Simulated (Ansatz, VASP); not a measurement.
# VSbS: VASP beside Ansatz

```xyz
3
Lattice="3.1125 0.0000 0.0000 0.0000 3.1125 0.0000 0.0000 0.0000 8.3085" Properties=species:S:1:pos:R:3 pbc="T T T"
V     0.0000    0.0000    4.1543
Sb    0.0000    0.0000    0.0000
S     1.5562    1.5562    4.1543
```

Alike in both runs: task single point; functional PBE; k mesh 6 × 6 × 2; occupations gaussian, width 0.1 eV; collinear spin.

|  | VASP | Ansatz |
| --- | --- | --- |
| version | VASP 6.6.1 | Ansatz 0.2.0 |
| potentials or method | VASP PAW PBE potentials, release 64 (V_sv, Sb, S), cutoff 520 eV | scalar-relativistic, plane waves, PAW |
| valence electrons in the cell | 24 | 34 |

|  | VASP | Ansatz | Ansatz less VASP |
| --- | --- | --- | --- |
| gap on the k mesh at the Fermi level (eV) | none | none | - |
| pressure (GPa) | 7.1 | 7.0 | -0.01 |
| traceless stress, the component that is largest in VASP (GPa) | -10.92 | -10.85 | +0.073 |
| net moment per atom (μB) | 0.71 | 0.71 | -0.001 |
| size of the moment on the site where the two differ most (μB) | 1.93 | 1.63 | -0.296 |

Site moments also hang on the region over which each program counts them. A gap of «none» marks a metal or a gap that the smearing closes. With one functional, cell and mesh, what is left measures potentials, basis and numerics. VASP's potentials hold 24 valence electrons a cell and Ansatz's 34, so a difference there can come from the potentials and not from the codes.

The k mesh is coarse, so the values compare programs but aren't converged. Spin-orbit coupling is off throughout.
